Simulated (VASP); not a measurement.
# HfB (Fm-3m) in VASP: notebook

HfB is run at these levels: PBEsol; tasks: single point, relaxation of cell and atoms.

Everything below comes from runs of VASP 6.6.1. Logs are shortened: lines on timing, memory, paths and dates and some standing lists are left out, and cuts for length are marked.

## (1) The cell of the first run

It takes space group Fm-3m (No. 225, cubic). Conventional cell: a = 4.770 Å, b = 4.770 Å, c = 4.770 Å, α = 90.00°, β = 90.00°, γ = 90.00°. Hf (site symmetry m-3m) has 6 B at 2.38 Å within 3.2 Å. B (site symmetry m-3m) has 6 Hf at 2.38 Å within 3.2 Å.

## (2) Single point, PBEsol

INCAR

```
SYSTEM = HfB
PREC     = Accurate       ! precision mode
ENCUT    = 520            ! plane-wave cutoff, eV
EDIFF    = 1E-7           ! SCF threshold, eV
ISMEAR   = -1             ! smearing method
SIGMA    = 0.05           ! smearing width, eV
LREAL    = .False.        ! projectors in reciprocal space
LASPH    = .True.         ! aspherical terms in the spheres
NELM     = 80             ! most SCF steps
ALGO     = Normal         ! electronic algorithm
ISIF     = 2              ! what is computed and relaxed
LWAVE    = .False.        ! write WAVECAR
LCHARG   = .False.        ! write CHGCAR
GGA      = PS             ! functional
NBANDS   = 14             ! bands
```

KPOINTS

```
regular mesh
0
Gamma
  10 10 10
  0 0 0
```

POSCAR

```
HfB
1.0
    0.0000000000      2.3849720702      2.3849720702
    2.3849720702      0.0000000000      2.3849720702
    2.3849720702      2.3849720702      0.0000000000
Hf B
1 1
Direct
    0.5000000000      0.5000000000      0.5000000000
    0.0000000000      0.0000000000      0.0000000000
```

Potentials or basis: VASP PAW PBE potentials, release 64 (Hf_pv, B).

Started as:

```sh
$ cat potpaw_PBE.64/Hf_pv/POTCAR potpaw_PBE.64/B/POTCAR > POTCAR
$ mpirun -np 1 vasp_std > vasp.out
```

OUTCAR:

```text
SYSTEM = HfB
   PREC = Accurate
   ENCUT = 520
   EDIFF = 1E-7
   ISMEAR = -1
   LREAL = .False.
   LASPH = .True.
   NELM = 80
   ISIF = 2
   GGA = PS

 ion  position               nearest neighbor table
   1  0.500  0.500  0.500-   2 2.38   2 2.38   2 2.38   2 2.38   2 2.38   2 2.38
   2  0.000  0.000  0.000-   1 2.38   1 2.38   1 2.38   1 2.38   1 2.38   1 2.38

  LATTYP: Found a face centered cubic cell.
 ALAT       =     4.7699441404

  Lattice vectors:

 A1 = (   0.0000000000,   2.3849720702,   2.3849720702)
 A2 = (   2.3849720702,   0.0000000000,   2.3849720702)
 A3 = (   2.3849720702,   2.3849720702,   0.0000000000)

Analysis of symmetry for initial positions (statically):
=====================================================================
 Subroutine PRICEL returns:
 Original cell was already a primitive cell.

 Routine SETGRP: Setting up the symmetry group for a
 face centered cubic supercell.

 Subroutine GETGRP returns: Found 48 space group operations
 (whereof 48 operations were pure point group operations)
 out of a pool of 48 trial point group operations.

The static configuration has the point symmetry O_h .

Analysis of symmetry for dynamics (positions and initial velocities):
=====================================================================
 Subroutine PRICEL returns:
 Original cell was already a primitive cell.

 Routine SETGRP: Setting up the symmetry group for a
 face centered cubic supercell.

 Subroutine GETGRP returns: Found 48 space group operations
 (whereof 48 operations were pure point group operations)
 out of a pool of 48 trial point group operations.

The dynamic configuration has the point symmetry O_h .

 Subroutine INISYM returns: Found 48 space group operations
 (whereof 48 operations are pure point group operations),
 and found     1 'primitive' translations

----------------------------------------------------------------------------------------

                                     Primitive cell

  volume of cell :      27.1319

  direct lattice vectors                    reciprocal lattice vectors
     0.000000000  2.384972070  2.384972070    -0.209646061  0.209646061  0.209646061
     2.384972070  0.000000000  2.384972070     0.209646061 -0.209646061  0.209646061
     2.384972070  2.384972070  0.000000000     0.209646061  0.209646061 -0.209646061

  length of vectors
     3.372859848  3.372859848  3.372859848     0.363117629  0.363117629  0.363117629

  position of ions in fractional coordinates (direct lattice)
     0.500000000  0.500000000  0.500000000
     0.000000000  0.000000000  0.000000000

  ion indices of the primitive-cell ions
   primitive index   ion index
                 1           1
                 2           2

----------------------------------------------------------------------------------------

 KPOINTS: regular mesh

Automatic generation of k-mesh.
 Grid dimensions read from file:
 generate k-points for:   10   10   10

 Generating k-lattice:

  Cartesian coordinates                     Fractional coordinates (reciprocal lattice)
    -0.020964606  0.020964606  0.020964606     0.100000000  0.000000000  0.000000000
     0.020964606 -0.020964606  0.020964606     0.000000000  0.100000000  0.000000000
     0.020964606  0.020964606 -0.020964606     0.000000000  0.000000000  0.100000000

  Length of vectors
     0.036311763  0.036311763  0.036311763

  Shift w.r.t. Gamma in fractional coordinates (k-lattice)
     0.000000000  0.000000000  0.000000000

 Subroutine IBZKPT returns following result:
 ===========================================

 Found     47 irreducible k-points:

 Following reciprocal coordinates:
            Coordinates               Weight
  0.000000  0.000000  0.000000      1.000000
  0.100000  0.000000  0.000000      8.000000
  0.200000  0.000000  0.000000      8.000000
  0.300000  0.000000  0.000000      8.000000
  0.400000  0.000000  0.000000      8.000000
  0.500000  0.000000  0.000000      4.000000
[... 16 lines left out ...]
  0.300000  0.300000  0.000000      6.000000
  0.400000  0.300000  0.000000     24.000000
 [... further k-points ...]
   k-points           NKPTS =     47   k-points in BZ     NKDIM =     47   number of bands    NBANDS=     14
   number of dos      NEDOS =    301   number of ions     NIONS =      2
   total plane-waves  NPLWV =  21952
   dimension x,y,z NGX =    28 NGY =   28 NGZ =   28
   dimension x,y,z NGXF=    56 NGYF=   56 NGZF=   56
   ions per type =               1   1
   NGX,Y,Z   is equivalent  to a cutoff of  13.80, 13.80, 13.80 a.u.
   NGXF,Y,Z  is equivalent  to a cutoff of  27.60, 27.60, 27.60 a.u.
 SYSTEM =  HfB
   PREC   = accura    normal or accurate (medium, high low for compatibility)
   ISTART =      0    job   : 0-new  1-cont  2-samecut
   ICHARG =      2    charge: 1-file 2-atom 10-const
   ISPIN  =      1    spin polarized calculation?
   LNONCOLLINEAR =      F non collinear calculations
   LSORBIT =      F    spin-orbit coupling
   LASPH  =      T    aspherical Exc in radial PAW
   ENCUT  =  520.0 eV  38.22 Ry    6.18 a.u.   6.27  6.27  6.27*2*pi/ulx,y,z
   NELM   =     80;   NELMIN=  2; NELMDL= -5     # of ELM steps
   EDIFF  = 0.1E-06   stopping-criterion for ELM
   LREAL  =      F    real-space projection
   EDIFFG = 0.1E-05   stopping-criterion for IOM
   NSW    =      0    number of steps for IOM
   IBRION =     -1    ionic relax: 0-MD 1-quasi-New 2-CG
   NFREE  =      0    steps in history (QN), initial steepest desc. (CG)
   ISIF   =      2    stress and relaxation
   ISYM   =      2    0-nonsym 1-usesym 2-fastsym
   POTIM  = 0.5000    time-step for ionic-motion
   TEBEG  =    0.0;   TEEND  =   0.0 temperature during run
   PSTRESS=    0.0 pullay stress
   NELECT =      13.0000    total number of electrons
   NUPDOWN=      -1.0000    fix difference up-down
   EMIN   =  10.00;   EMAX   =-10.00  energy-range for DOS
   EFERMI =   0.00;   METHOD = LEGACY
   ISMEAR =    -1;   SIGMA  =   0.05  broadening in eV -4-tet -1-fermi 0-gaus
   EFERMI_NEDOS =   21; number of points for ismear=-14 and -15
   IALGO  =     38    algorithm
   IMIX   =      4    mixing-type and parameters
     AMIX     =   0.40;   BMIX     =  1.00
     AMIX_MAG =   1.60;   BMIX_MAG =  1.00
  volume/ion in A,a.u.               =      13.57        91.55
  Fermi-wavevector in a.u.,A,eV,Ry     =   1.281040  2.420814 22.328020  1.641063
  Thomas-Fermi vector in A             =   2.413433
   LORBIT       =      0    0 simple, 1 ext, 2 COOP (PROOUT), +10 PAW based schemes
   GGA     = PS    functional components
   LHFCALC =     F    Hartree Fock is set to
   AEXX    =    0.0000 exact exchange contribution
   IVDW    =     0    specifies the selected vdW correction
   LEPSILON=     F    determine dielectric tensor
   LRPA    =     F    only Hartree local field effects (RPA)
 non-spin polarized calculation
  energy-cutoff  :      520.00
  volume of cell :       27.13
 maximum number of plane-waves:       745
 NGX is ok and might be reduce to    28
   NGX = 13   NGY = 13   NGZ = 13

 number of electron      12.9999999 magnetization

 Free energy of the ion-electron system (eV)
  ---------------------------------------------------
  ext. energy  EPLUGINS =         0.00000000
  ---------------------------------------------------
  free energy    TOTEN  =       -18.40133802 eV

  energy without entropy =      -18.38695419  energy(sigma->0) =      -18.39414610

 E-fermi :   4.3747     XC(G=0): -11.9539

 val. band max:        4.3661157219   @ k =   0.3000   0.2000   0.1000
 cond. band min:       4.3796129860   @ k =  -0.2000   0.1000   0.0000
 fundamental gap:      0.0134972640
 Fermi energy:         4.3746933807

 k-point     1 :       0.0000    0.0000    0.0000
  band No.  band energies     occupation
      1     -24.3521      2.00000
      2     -24.3521      2.00000
      3     -24.3521      2.00000
      4      -4.8492      2.00000
      5       6.4532      0.00000
      6       6.4532      0.00000
      7       6.4532      0.00000
      8       8.1214      0.00000
      9       8.1214      0.00000
     10       8.1214      0.00000
     11       8.2387      0.00000
     12       8.2387      0.00000
     13      15.6822      0.00000
     14      16.0067      0.00000

 k-point     2 :       0.1000    0.0000    0.0000
  band No.  band energies     occupation
      1     -24.4040      2.00000
      2     -24.3577      2.00000
      3     -24.3577      2.00000
      4      -4.5927      2.00000
      5       5.6124      0.00000
      6       6.1170      0.00000
      7       6.1170      0.00000
      8       7.1164      0.00000
      9       7.1164      0.00000
     10       8.5076      0.00000
     11      10.0996      0.00000
     12      10.0996      0.00000
     13      16.3283      0.00000
     14      16.3463      0.00000

 k-point     3 :       0.2000    0.0000    0.0000
  band No.  band energies     occupation
      1     -24.5371      2.00000
      2     -24.3721      2.00000
      3     -24.3721      2.00000
      4      -3.8661      2.00000
      5       4.1538      1.97615
      6       4.9389      0.00003
      7       4.9389      0.00003
      8       7.6300      0.00000
      9       7.6300      0.00000
     10       8.9291      0.00000
     11      12.2639      0.00000
     12      12.2639      0.00000
     13      16.8984      0.00000
     14      17.8944      0.00000
[... 324 lines left out ...]
 k-point    23 :       0.3000    0.3000    0.0000
  band No.  band energies     occupation
      1     -24.6687      2.00000
      2     -24.4738      2.00000
      3     -24.4738      2.00000
      4      -2.5520      2.00000
      5       2.3648      2.00000
      6       4.2718      1.77329
      7       5.9113      0.00000
      8       5.9113      0.00000
      9       9.3193      0.00000
     10      11.5170      0.00000
     11      11.5170      0.00000
     12      14.6268      0.00000
     13      17.6670      0.00000
     14      19.0433      0.00000

 k-point    24 :       0.4000    0.3000    0.0000
  band No.  band energies     occupation
      1     -24.7365      2.00000
      2     -24.5094      2.00000
      3     -24.4935      2.00000
      4      -2.0673      2.00000
      5       2.2711      2.00000
      6       3.7313      1.99999
      7       5.5998      0.00000
      8       6.3503      0.00000
      9      10.1171      0.00000
     10      11.5525      0.00000
     11      11.8350      0.00000
     12      15.4393      0.00000
     13      15.9418      0.00000
     14      19.0294      0.00000

 [... further k-points ...]

------------------------ aborting loop because EDIFF is reached ----------------------------------------

  FORCE on cell =-STRESS in cart. coord.  units (eV):
  Direction    XX          YY          ZZ          XY          YZ          ZX
  --------------------------------------------------------------------------------------
  -------------------------------------------------------------------------------------
  Total        0.4128437      0.4128437      0.4128437      0.0000000      0.0000000      0.0000000
  in kB       24.3790272     24.3790272     24.3790272      0.0000000      0.0000000      0.0000000
  external PRESSURE =      24.3790272 kB  Pullay stress =       0.0000000 kB

 VOLUME and BASIS-vectors are now :
 -----------------------------------------------------------------------------
  energy-cutoff  :      520.00
  volume of cell :       27.13
      direct lattice vectors                 reciprocal lattice vectors
     0.000000000  2.384972070  2.384972070    -0.209646061  0.209646061  0.209646061
     2.384972070  0.000000000  2.384972070     0.209646061 -0.209646061  0.209646061
     2.384972070  2.384972070  0.000000000     0.209646061  0.209646061 -0.209646061

 POSITION                                       TOTAL-FORCE (eV/Angst)
 -----------------------------------------------------------------------------------
      2.38497      2.38497      2.38497         0.000000     -0.000000     -0.000000
      0.00000      0.00000      0.00000        -0.000000      0.000000      0.000000
 -----------------------------------------------------------------------------------
    total drift:                                0.000000      0.000000      0.000000

  FREE ENERGIE OF THE ION-ELECTRON SYSTEM (eV)
  ---------------------------------------------------
  free  energy   TOTEN  =       -18.4013380173 eV

  energy  without entropy=      -18.3869541875  energy(sigma->0) =      -18.39414610
```

Wall time 19 s (1 thread of Intel Xeon Platinum 8259CL at 2.50GHz (Skylake/Cascade Lake), shared host); peak memory 0.17 GiB.

Results:

```yaml
Free_energy: -18.4013 eV
Pressure: 2.4 GPa
```

Caveat: the PAW data sets were made with another functional, which shifts forces and pressure a little; spin-orbit coupling is left out, which moves the levels of the heavy elements.

## (3) Single point, PBEsol

This run uses another cell than the first one, of 13.35 Å³/atom, 0.984 times its volume.

INCAR

```
SYSTEM = HfB
ALGO = Normal
EDIFF = 1E-7
ENCUT = 520
GGA = PS
ISIF = 2
ISMEAR = -1
LASPH = .TRUE.
LCHARG = .FALSE.
LREAL = .FALSE.
LWAVE = .FALSE.
NBANDS = 14
NELM = 60
PREC = Accurate
SIGMA = 0.05
```

KPOINTS

```
k-points
0
G
  10 10 10
  0 0 0
```

POSCAR

```
HfB
1.0
    0.0000000000      2.3722918841      2.3722918841
    2.3722918841      0.0000000000      2.3722918841
    2.3722918841      2.3722918841      0.0000000000
Hf B
1 1
Direct
    0.5000000000      0.5000000000      0.5000000000
    0.0000000000      0.0000000000      0.0000000000
```

Potentials or basis: VASP PAW PBE potentials, release 64 (Hf_pv, B).

Started as:

```sh
$ cat potpaw_PBE.64/Hf_pv/POTCAR potpaw_PBE.64/B/POTCAR > POTCAR
$ mpirun -np 1 vasp_std > vasp.out
```

Wall time 19 s (1 thread of Intel Xeon Platinum 8259CL at 2.50GHz (Skylake/Cascade Lake), shared host); peak memory 0.16 GiB.

Results (log left out):

```yaml
Free_energy: -18.3905 eV
Pressure: 5.6 GPa
```

Levels at points of the mesh, in eV from the Fermi level:
```
           k point  band 4  band 5  band 6  band 7  band 8  band 9  band 10  band 11
(0.00, 0.00, 0.00)   -9.28    2.10    2.10    2.10    3.79    3.79     3.79     3.92
(0.50, 0.00, 0.00)   -4.77   -4.24   -1.21   -1.21    6.01    6.01     6.92     8.04
(0.50, 0.50, 0.00)   -6.46   -1.09   -0.92    2.16    2.16    5.75     7.23     7.23
```

Caveat: the PAW data sets were made with another functional, which shifts forces and pressure a little; spin-orbit coupling is left out, which moves the levels of the heavy elements.

## (4) Single point, PBEsol

This run uses another cell than the first one, of 13.03 Å³/atom, 0.961 times its volume.

INCAR

```
SYSTEM = HfB
  ALGO = Normal
  EDIFF = 1E-6
  ENCUT = 520
  GGA = PS
  ISIF = 2
  ISMEAR = -1
  LASPH = .True.
  LCHARG = .False.
  LREAL = .False.
  LWAVE = .False.
  NBANDS = 14
  NELM = 80
  PREC = Accurate
  SIGMA = 0.05
```

KPOINTS

```
k-points
0
Gamma
  10 10 10
  0 0 0
```

POSCAR

```
HfB
1.0
    0.0000000000      2.3532928728      2.3532928728
    2.3532928728      0.0000000000      2.3532928728
    2.3532928728      2.3532928728      0.0000000000
Hf B
1 1
Direct
    0.5000000000      0.5000000000      0.5000000000
    0.0000000000      0.0000000000      0.0000000000
```

Started as:

```sh
$ cat potpaw_PBE.64/Hf_pv/POTCAR potpaw_PBE.64/B/POTCAR > POTCAR
$ mpirun -np 1 vasp_std > vasp.out
```

Wall time 17 s (1 thread of Intel Xeon Platinum 8259CL at 2.50GHz (Skylake/Cascade Lake), shared host); peak memory 0.16 GiB.

The run converged. Its results:

```
Free energy : -18.3582 eV
Pressure    : 10.6 GPa
```

Levels at points of the mesh, in eV from the Fermi level:
| k point | band 3 | band 4 | band 5 | band 6 | band 7 | band 8 | band 9 | band 10 | band 11 | band 12 |
| --- | --- | --- | --- | --- | --- | --- | --- | --- | --- | --- |
| (0.00, 0.00, 0.00) | -28.51 | -9.36 | 2.12 | 2.12 | 2.12 | 3.86 | 3.86 | 3.86 | 4.01 | 4.01 |
| (0.50, 0.00, 0.00) | -28.58 | -4.85 | -4.17 | -1.25 | -1.25 | 6.16 | 6.16 | 7.12 | 8.17 | 13.46 |
| (0.50, 0.50, 0.00) | -28.73 | -6.52 | -1.03 | -0.98 | 2.23 | 2.23 | 5.90 | 7.43 | 7.43 | 8.65 |

Caveat: the PAW data sets were made with another functional, which shifts forces and pressure a little; spin-orbit coupling is left out, which moves the levels of the heavy elements.

## (5) Relaxation of cell and atoms, PBEsol, target pressure 2 GPa, at which the enthalpy is minimised

This run uses another cell than the first one, of 12.33 Å³/atom, 0.909 times its volume.

INCAR

```
SYSTEM = HfB
  ALGO = Normal
  EDIFF = 1E-7
  EDIFFG = -0.01
  ENCUT = 600
  GGA = PS
  IBRION = 2
  ISIF = 3
  ISMEAR = -1
  LASPH = .TRUE.
  LCHARG = .FALSE.
  LREAL = .FALSE.
  LWAVE = .FALSE.
  NELM = 100
  NSW = 60
  PREC = Accurate
  PSTRESS = 20.0
  SIGMA = 0.05
```

KPOINTS

```
k-points
0
G
  10 10 10
  0 0 0
```

POSCAR

```
HfB
1.0
    0.0000000000      2.3100000000      2.3100000000
    2.3100000000      0.0000000000      2.3100000000
    2.3100000000      2.3100000000      0.0000000000
Hf B
1 1
Direct
    0.5000000000      0.5000000000      0.5000000000
    0.0000000000      0.0000000000      0.0000000000
```

Started as:

```sh
$ cat potpaw_PBE.64/Hf_pv/POTCAR potpaw_PBE.64/B/POTCAR > POTCAR
$ mpirun -np 1 vasp_std > vasp.out
```

It took 48 s on 1 thread of Intel Xeon Platinum 8259CL at 2.50GHz (Skylake/Cascade Lake), shared host; peak memory 0.17 GiB.

The run converged. Its results:

- Free energy: -18.4026 eV
- Relaxed volume: 13.60 Å³/atom
- Relaxed cell: a = 3.376 Å, b = 3.376 Å, c = 3.376 Å, α = 60.00°, β = 60.00°, γ = 60.00°
- Space group after relaxing (to 0.05 Å): Fm-3m (No. 225)
- Energy change on relaxing (the enthalpy is what falls): -97.7 meV/atom
- Ionic steps: 4
- Pressure after relaxing: 1.9 GPa

Step by step:
```csv
step,energy change (eV),largest force (eV/Å),pressure (GPa),volume (Å³)
1,0.0000,0.0000,24.34,24.65
2,0.0450,0.0000,-18.30,31.31
3,-0.1962,0.0000,1.37,27.29
4,-0.1954,0.0000,1.94,27.20
```

Final structure:
```yaml
crystal:
  lattice:
    - [0.00000, 2.38709, 2.38709]
    - [2.38709, 0.00000, 2.38709]
    - [2.38709, 2.38709, 0.00000]
  atoms:
    - { symbol: Hf, position: [0.50000, 0.50000, 0.50000] }
    - { symbol: B, position: [0.00000, 0.00000, 0.00000] }
```

Levels at points of the mesh, in eV from the Fermi level:
| k point | band 4 | band 5 | band 6 | band 7 | band 8 | band 9 | band 10 |
| --- | --- | --- | --- | --- | --- | --- | --- |
| (0.00, 0.00, 0.00) | -9.21 | 2.07 | 2.07 | 2.07 | 3.74 | 3.74 | 3.74 |
| (0.50, 0.00, 0.00) | -4.72 | -4.30 | -1.18 | -1.18 | 5.88 | 5.88 | 6.77 |
| (0.50, 0.50, 0.00) | -6.40 | -1.13 | -0.88 | 2.10 | 2.10 | 5.63 | 7.07 |

Caveat: the cell is relaxed towards a set pressure, so the enthalpy falls and the energy may rise; the PAW data sets were made with another functional, which shifts forces and pressure a little; spin-orbit coupling is left out, which moves the levels of the heavy elements. Zero-point motion and thermal expansion aren't in these numbers.

## (6) Overview

| task | cell | cutoff (eV) | gap on the mesh (eV) | pressure (GPa) |
| --- | --- | --- | --- | --- |
| single point | a = 3.373 Å, angles 60.0°, 2 atoms | 520 | none | 2.4 |
| single point | a = 3.355 Å, angles 60.0°, 2 atoms | 520 | none | 5.6 |
| single point | a = 3.328 Å, angles 60.0°, 2 atoms | 520 | none | 10.6 |
| relaxation of cell and atoms | relaxed to 2 GPa from a = 3.267 Å, angles 60.0°, 2 atoms | 600 | none | 1.9 |

Alike in all rows: level PBEsol; potentials or basis VASP PAW PBE potentials, release 64 (Hf_pv, B); no spin polarisation; k mesh 10 × 10 × 10; smearing fermi-dirac 0.05 eV.

Caveats: the PAW data sets were made with another functional, which shifts forces and pressure a little; spin-orbit coupling is left out, which moves the levels of the heavy elements; the cell is relaxed towards a set pressure, so the enthalpy falls and the energy may rise (some runs).

Total energies depend on the potentials used, so only differences within one code and one set of settings carry meaning.
